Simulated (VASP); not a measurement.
# AlN (R-3m) in VASP: a series of runs

The runs below take AlN through single point, with PBEsol.

Everything below comes from runs of VASP 6.6.1. Logs are shortened: lines on timing, memory, paths and dates and some standing lists are left out, and cuts for length are marked.

### Step 1. The cell of the first run

It takes space group R-3m (No. 166, trigonal). Conventional cell: a = 2.592 Å, b = 2.592 Å, c = 7.163 Å, α = 90.00°, β = 90.00°, γ = 120.00°. Within 2.5 Å of Al (site symmetry -3m) lie 6 N at 1.91 Å. Within 2.5 Å of N (site symmetry -3m) lie 6 Al at 1.91 Å.

### Step 2. Single point, PBEsol

The input, INCAR:

```
PREC = Accurate
ENCUT = 520
EDIFF = 1E-6
ISMEAR = 0
SIGMA = 0.05
LREAL = False
LASPH = True
NELM = 80
ALGO = Normal
ISIF = 2
LWAVE = False
LCHARG = False
GGA = PS
NBANDS = 11
```

The input, KPOINTS:

```
regular mesh
0
Gamma
  10 10 10
```

The input, POSCAR:

```
AlN
1.0
    0.1566512389      1.9895440499      1.9895440499
    1.9895440499      0.1566512389      1.9895440499
    1.9895440499      1.9895440499      0.1566512389
Al N
1 1
Direct
    0.5000000000      0.5000000000      0.5000000000
    0.0000000000      0.0000000000      0.0000000000
```

Potentials or basis: VASP PAW PBE potentials, release 64 (Al, N).

Started as:

```
> cat potpaw_PBE.64/Al/POTCAR potpaw_PBE.64/N/POTCAR > POTCAR
> mpirun -np 1 vasp_std > vasp.out
```

OUTCAR:

```text
PREC = Accurate
   ENCUT = 520
   EDIFF = 1E-6
   ISMEAR = 0
   LREAL = False
   LASPH = True
   NELM = 80
   ISIF = 2
   GGA = PS

 ion  position               nearest neighbor table
   1  0.500  0.500  0.500-   2 1.91   2 1.91   2 1.91   2 1.91   2 1.91   2 1.91
   2  0.000  0.000  0.000-   1 1.91   1 1.91   1 1.91   1 1.91   1 1.91   1 1.91

  LATTYP: Found a trigonal (rhomboedric) cell.
 ALAT       =     2.8179976337
 COS(alpha) =     0.5769488427

  Lattice vectors:

 A1 = (   0.1566512389,   1.9895440499,   1.9895440499)
 A2 = (   1.9895440499,   0.1566512389,   1.9895440499)
 A3 = (   1.9895440499,   1.9895440499,   0.1566512389)

Analysis of symmetry for initial positions (statically):
=====================================================================
 Subroutine PRICEL returns:
 Original cell was already a primitive cell.

 Routine SETGRP: Setting up the symmetry group for a
 trigonal (rhombohedral) supercell.

 Subroutine GETGRP returns: Found 12 space group operations
 (whereof 12 operations were pure point group operations)
 out of a pool of 12 trial point group operations.

The static configuration has the point symmetry D_3d.

Analysis of symmetry for dynamics (positions and initial velocities):
=====================================================================
 Subroutine PRICEL returns:
 Original cell was already a primitive cell.

 Routine SETGRP: Setting up the symmetry group for a
 trigonal (rhombohedral) supercell.

 Subroutine GETGRP returns: Found 12 space group operations
 (whereof 12 operations were pure point group operations)
 out of a pool of 12 trial point group operations.

The dynamic configuration has the point symmetry D_3d.

 Subroutine INISYM returns: Found 12 space group operations
 (whereof 12 operations are pure point group operations),
 and found     1 'primitive' translations

----------------------------------------------------------------------------------------

                                     Primitive cell

  volume of cell :      13.8940

  direct lattice vectors                    reciprocal lattice vectors
     0.156651239  1.989544050  1.989544050    -0.283125516  0.262460126  0.262460126
     1.989544050  0.156651239  1.989544050     0.262460126 -0.283125516  0.262460126
     1.989544050  1.989544050  0.156651239     0.262460126  0.262460126 -0.283125516

  length of vectors
     2.817997634  2.817997634  2.817997634     0.466830475  0.466830475  0.466830475

  position of ions in fractional coordinates (direct lattice)
     0.500000000  0.500000000  0.500000000
     0.000000000  0.000000000  0.000000000

  ion indices of the primitive-cell ions
   primitive index   ion index
                 1           1
                 2           2

----------------------------------------------------------------------------------------

 KPOINTS: regular mesh

Automatic generation of k-mesh.
 Grid dimensions read from file:
 generate k-points for:   10   10   10

 Generating k-lattice:

  Cartesian coordinates                     Fractional coordinates (reciprocal lattice)
    -0.028312552  0.026246013  0.026246013     0.100000000  0.000000000  0.000000000
     0.026246013 -0.028312552  0.026246013     0.000000000  0.100000000  0.000000000
     0.026246013  0.026246013 -0.028312552     0.000000000  0.000000000  0.100000000

  Length of vectors
     0.046683048  0.046683048  0.046683048

  Shift w.r.t. Gamma in fractional coordinates (k-lattice)
     0.000000000  0.000000000  0.000000000

 Subroutine IBZKPT returns following result:
 ===========================================

 Found    116 irreducible k-points:

 Following reciprocal coordinates:
            Coordinates               Weight
  0.000000  0.000000  0.000000      1.000000
  0.100000  0.000000  0.000000      6.000000
  0.200000  0.000000  0.000000      6.000000
  0.300000  0.000000  0.000000      6.000000
  0.400000  0.000000  0.000000      6.000000
  0.500000  0.000000  0.000000      3.000000
[... 16 lines left out ...]
  0.300000  0.300000  0.000000      6.000000
  0.400000  0.300000  0.000000     12.000000
 [... further k-points ...]
   k-points           NKPTS =    116   k-points in BZ     NKDIM =    116   number of bands    NBANDS=     11
   number of dos      NEDOS =    301   number of ions     NIONS =      2
   total plane-waves  NPLWV =  13824
   dimension x,y,z NGX =    24 NGY =   24 NGZ =   24
   dimension x,y,z NGXF=    48 NGYF=   48 NGZF=   48
   ions per type =               1   1
   NGX,Y,Z   is equivalent  to a cutoff of  14.16, 14.16, 14.16 a.u.
   NGXF,Y,Z  is equivalent  to a cutoff of  28.32, 28.32, 28.32 a.u.
 SYSTEM =  unknown system
   PREC   = accura    normal or accurate (medium, high low for compatibility)
   ISTART =      0    job   : 0-new  1-cont  2-samecut
   ICHARG =      2    charge: 1-file 2-atom 10-const
   ISPIN  =      1    spin polarized calculation?
   LNONCOLLINEAR =      F non collinear calculations
   LSORBIT =      F    spin-orbit coupling
   LASPH  =      T    aspherical Exc in radial PAW
   ENCUT  =  520.0 eV  38.22 Ry    6.18 a.u.   5.24  5.24  5.24*2*pi/ulx,y,z
   NELM   =     80;   NELMIN=  2; NELMDL= -5     # of ELM steps
   EDIFF  = 0.1E-05   stopping-criterion for ELM
   LREAL  =      F    real-space projection
   EDIFFG = 0.1E-04   stopping-criterion for IOM
   NSW    =      0    number of steps for IOM
   IBRION =     -1    ionic relax: 0-MD 1-quasi-New 2-CG
   NFREE  =      0    steps in history (QN), initial steepest desc. (CG)
   ISIF   =      2    stress and relaxation
   ISYM   =      2    0-nonsym 1-usesym 2-fastsym
   POTIM  = 0.5000    time-step for ionic-motion
   TEBEG  =    0.0;   TEEND  =   0.0 temperature during run
   PSTRESS=    0.0 pullay stress
   NELECT =       8.0000    total number of electrons
   NUPDOWN=      -1.0000    fix difference up-down
   EMIN   =  10.00;   EMAX   =-10.00  energy-range for DOS
   EFERMI =   0.00;   METHOD = LEGACY
   ISMEAR =     0;   SIGMA  =   0.05  broadening in eV -4-tet -1-fermi 0-gaus
   EFERMI_NEDOS =   21; number of points for ismear=-14 and -15
   IALGO  =     38    algorithm
   IMIX   =      4    mixing-type and parameters
     AMIX     =   0.40;   BMIX     =  1.00
     AMIX_MAG =   1.60;   BMIX_MAG =  1.00
  volume/ion in A,a.u.               =       6.95        46.88
  Fermi-wavevector in a.u.,A,eV,Ry     =   1.361954  2.573720 25.237696  1.854918
  Thomas-Fermi vector in A             =   2.488485
   LORBIT       =      0    0 simple, 1 ext, 2 COOP (PROOUT), +10 PAW based schemes
   GGA     = PS    functional components
   LHFCALC =     F    Hartree Fock is set to
   AEXX    =    0.0000 exact exchange contribution
   IVDW    =     0    specifies the selected vdW correction
   LEPSILON=     F    determine dielectric tensor
   LRPA    =     F    only Hartree local field effects (RPA)
 non-spin polarized calculation
 Gauss-broadening in eV      SIGMA  =   0.05
  energy-cutoff  :      520.00
  volume of cell :       13.89
 maximum number of plane-waves:       384
 NGX is ok and might be reduce to    24
   NGX = 11   NGY = 11   NGZ = 11

 number of electron       8.0000000 magnetization

 Free energy of the ion-electron system (eV)
  ---------------------------------------------------
  ext. energy  EPLUGINS =         0.00000000
  ---------------------------------------------------
  free energy    TOTEN  =       -14.62147630 eV

  energy without entropy =      -14.62147630  energy(sigma->0) =      -14.62147630

 E-fermi :  13.3344     XC(G=0): -13.3021

 val. band max:       13.1209356391   @ k =   0.0000   0.0000   0.0000
 cond. band min:      16.3240270296   @ k =   0.5000   0.5000   0.0000
 fundamental gap:      3.2030913905
 Fermi energy:        13.3343719332

 k-point     1 :       0.0000    0.0000    0.0000
  band No.  band energies     occupation
      1      -6.8872      2.00000
      2      10.9167      2.00000
      3      13.1209      2.00000
      4      13.1209      2.00000
      5      18.9846      0.00000
      6      24.2448      0.00000
      7      26.2771      0.00000
      8      26.2771      0.00000
      9      30.0815      0.00000
     10      31.6142      0.00000
     11      31.6142      0.00000

 k-point     2 :       0.1000    0.0000    0.0000
  band No.  band energies     occupation
      1      -6.6294      2.00000
      2      10.7187      2.00000
      3      12.1381      2.00000
      4      12.9123      2.00000
      5      19.3335      0.00000
      6      24.7413      0.00000
      7      24.9226      0.00000
      8      26.5271      0.00000
      9      29.7523      0.00000
     10      30.8543      0.00000
     11      32.3863      0.00000

 k-point     3 :       0.2000    0.0000    0.0000
  band No.  band energies     occupation
      1      -5.8740      2.00000
      2       9.3986      2.00000
      3      10.7394      2.00000
      4      12.4147      2.00000
      5      19.5920      0.00000
      6      23.9301      0.00000
      7      25.7948      0.00000
      8      26.4941      0.00000
      9      28.6675      0.00000
     10      31.0591      0.00000
     11      32.4938      0.00000

 k-point     4 :       0.3000    0.0000    0.0000
  band No.  band energies     occupation
      1      -4.6931      2.00000
      2       6.7195      2.00000
      3      10.3076      2.00000
      4      11.8740      2.00000
      5      19.0951      0.00000
      6      24.6492      0.00000
      7      25.4723      0.00000
      8      25.7921      0.00000
      9      30.0562      0.00000
     10      31.5776      0.00000
     11      33.1493      0.00000
[... 239 lines left out ...]
 k-point    22 :      -0.2000    0.2000    0.0000
  band No.  band energies     occupation
      1      -4.2530      2.00000
      2       7.2436      2.00000
      3       9.0519      2.00000
      4      10.8753      2.00000
      5      20.8291      0.00000
      6      22.0049      0.00000
      7      25.0645      0.00000
      8      26.4439      0.00000
      9      28.3160      0.00000
     10      35.0828      0.00000
     11      35.5354      0.00000

 k-point    23 :       0.3000    0.3000    0.0000
  band No.  band energies     occupation
      1      -4.1611      2.00000
      2       6.9544      2.00000
      3       9.1558      2.00000
      4      10.9176      2.00000
      5      18.2215      0.00000
      6      21.7802      0.00000
      7      25.0139      0.00000
      8      30.4011      0.00000
      9      30.4160      0.00000
     10      34.7692      0.00000
     11      37.8472      0.00000

 k-point    24 :       0.4000    0.3000    0.0000
  band No.  band energies     occupation
      1      -3.1854      2.00000
      2       5.8381      2.00000
      3       8.7846      2.00000
      4       9.8337      2.00000
      5      17.8004      0.00000
      6      21.7569      0.00000
      7      25.5740      0.00000
      8      30.4685      0.00000
      9      31.1316      0.00000
     10      36.1224      0.00000
     11      39.5901      0.00000

 [... further k-points ...]
[... 5 lines left out ...]
  --------------------------------------------------------------------------------------
  -------------------------------------------------------------------------------------
  Total        5.7445207      5.7445207      5.7445207     -3.1015756     -3.1015756     -3.1015756
  in kB      662.4255676    662.4255676    662.4255676   -357.6561147   -357.6561147   -357.6561147
  external PRESSURE =     662.4255676 kB  Pullay stress =       0.0000000 kB

 VOLUME and BASIS-vectors are now :
 -----------------------------------------------------------------------------
  energy-cutoff  :      520.00
  volume of cell :       13.89
      direct lattice vectors                 reciprocal lattice vectors
     0.156651239  1.989544050  1.989544050    -0.283125516  0.262460126  0.262460126
     1.989544050  0.156651239  1.989544050     0.262460126 -0.283125516  0.262460126
     1.989544050  1.989544050  0.156651239     0.262460126  0.262460126 -0.283125516

 POSITION                                       TOTAL-FORCE (eV/Angst)
 -----------------------------------------------------------------------------------
      2.06787      2.06787      2.06787        -0.000000      0.000000     -0.000000
      0.00000      0.00000      0.00000         0.000000     -0.000000      0.000000
 -----------------------------------------------------------------------------------
    total drift:                                0.000000     -0.000000     -0.000000

  FREE ENERGIE OF THE ION-ELECTRON SYSTEM (eV)
  ---------------------------------------------------
  free  energy   TOTEN  =       -14.6214763033 eV

  energy  without entropy=      -14.6214763033  energy(sigma->0) =      -14.62147630
```

Run time: 21 s. Hardware: 1 thread of AMD EPYC 7R43 (Zen 3), shared host; peak memory 0.1 GiB.

What came out:

* Free energy: -14.6215 eV
* Pressure: 66.2 GPa
* Band gap on the k mesh: 3.20 eV, indirect (least direct gap 5.86 eV)

Caveat: the PAW data sets were made with another functional, which shifts forces and pressure a little.

### Step 3. Single point, PBEsol

This run uses another cell than the first one, of 7.83 Å³/atom, 1.127 times its volume.

The input, INCAR:

```
SYSTEM = AlN
PREC = Accurate
ENCUT = 520
EDIFF = 1E-6
ISMEAR = 0
SIGMA = 0.05
LREAL = .FALSE.
LASPH = .TRUE.
NELM = 60
ALGO = Normal
ISIF = 2
LWAVE = .FALSE.
LCHARG = .FALSE.
GGA = PS
NBANDS = 11
```

The input, KPOINTS:

```
Automatic mesh
0
G
  10 10 10
  0 0 0
```

The input, POSCAR:

```
AlN
1.0
    0.1078698162      2.0410206446      2.0410206446
    2.0410206446      0.1078698162      2.0410206446
    2.0410206446      2.0410206446      0.1078698162
Al N
1 1
Direct
    0.5000000000      0.5000000000      0.5000000000
    0.0000000000      0.0000000000      0.0000000000
```

Potentials or basis: VASP PAW PBE potentials, release 64 (Al, N).

Started as:

```
> cat potpaw_PBE.64/Al/POTCAR potpaw_PBE.64/N/POTCAR > POTCAR
> mpirun -np 1 vasp_std > vasp.out
```

Run time: 15 s. Hardware: 1 thread of Intel Xeon 6975P-C, shared host; peak memory 0.14 GiB.

The run converged. Its results:

```yaml
Free_energy: -15.2558 eV
Pressure: 16.7 GPa
Band_gap_on_the_k_mesh: 3.73 eV, indirect (least direct gap 5.52 eV)
```

Stress tensor (GPa, compression positive):
```
 16.72 -19.55 -19.55
-19.55  16.72 -19.55
-19.55 -19.55  16.72
```

Levels at points of the mesh, in eV from the valence-band top:
```csv
k point,band 2,band 3,band 4,band 5,band 6,band 7
"(0.00, 0.00, 0.00)",-1.29,0.00,0.00,5.52,10.70,12.60
"(0.50, 0.00, 0.00)",-8.96,-2.19,-1.40,5.34,10.29,11.01
"(0.50, 0.50, 0.00)",-8.25,-3.95,-2.79,3.73,5.54,13.73
"(0.50, 0.50, 0.50)",-9.75,-1.00,-1.00,7.13,12.23,12.23
```

Caveat: the PAW data sets were made with another functional, which shifts forces and pressure a little. A k mesh can miss the band edges.

### Step 4. Single point, PBEsol

This run uses another cell than the first one, of 8.27 Å³/atom, 1.190 times its volume.

The input, INCAR:

```
SYSTEM = AlN
ALGO = Normal
EDIFF = 1E-6
ENCUT = 520
GGA = PS
ISIF = 2
ISMEAR = 0
LASPH = .True.
LCHARG = .False.
LREAL = .False.
LWAVE = .False.
NBANDS = 11
NELM = 80
PREC = Accurate
SIGMA = 0.05
```

The input, KPOINTS:

```
k-points
0
Gamma
  10 10 10
  0 0 0
```

The input, POSCAR:

```
AlN
1.0
    0.1660253140      2.1085991901      2.1085991901
    2.1085991901      0.1660253140      2.1085991901
    2.1085991901      2.1085991901      0.1660253140
Al N
1 1
Direct
    0.5000000000      0.5000000000      0.5000000000
    0.0000000000      0.0000000000      0.0000000000
```

Started as:

```
> cat potpaw_PBE.64/Al/POTCAR potpaw_PBE.64/N/POTCAR > POTCAR
> mpirun -np 1 vasp_std > vasp.out
```

Run time: 22 s. Hardware: 1 thread of Intel Xeon 6975P-C, shared host; peak memory 0.14 GiB.

The run converged. Its results:

```
Free energy            : -15.1106 eV
Pressure               : 1.4 GPa
Band gap on the k mesh : 2.84 eV, indirect (least direct gap 4.00 eV)
```

Stress tensor (GPa, compression positive):
```
  1.38 -28.11 -28.11
-28.11   1.38 -28.11
-28.11 -28.11   1.38
```

Levels at points of the mesh, in eV from the valence-band top:
| k point | band 1 | band 2 | band 3 | band 4 | band 5 | band 6 | band 7 | band 8 |
| --- | --- | --- | --- | --- | --- | --- | --- | --- |
| (0.00, 0.00, 0.00) | -18.21 | -1.92 | 0.00 | 0.00 | 4.00 | 10.18 | 12.55 | 12.55 |
| (0.50, 0.00, 0.00) | -14.65 | -8.72 | -2.54 | -1.37 | 4.34 | 9.57 | 10.38 | 12.30 |
| (0.50, 0.50, 0.00) | -13.84 | -8.08 | -4.24 | -2.59 | 2.84 | 5.57 | 12.36 | 16.56 |
| (0.50, 0.50, 0.50) | -15.48 | -9.91 | -0.83 | -0.83 | 7.08 | 11.20 | 12.15 | 12.15 |

Caveat: the PAW data sets were made with another functional, which shifts forces and pressure a little. Expect the measured gap to be larger: semilocal functionals such as PBEsol lack the derivative discontinuity.

### Step 5. The runs side by side

```csv
cell,gap on the mesh (eV),pressure (GPa)
"a = 2.818 Å, angles 54.8°, 2 atoms",3.20,66.2
"a = 2.888 Å, angles 56.5°, 2 atoms",3.73,16.7
"a = 2.987 Å, angles 54.8°, 2 atoms",2.84,1.4
```

Alike in all rows: task single point; level PBEsol; potentials or basis VASP PAW PBE potentials, release 64 (Al, N); no spin polarisation; k mesh 10 × 10 × 10; cutoff (eV) 520; smearing gaussian 0.05 eV.

Caveats: the PAW data sets were made with another functional, which shifts forces and pressure a little.

Absolute energies hang on the potentials; compare differences alone.
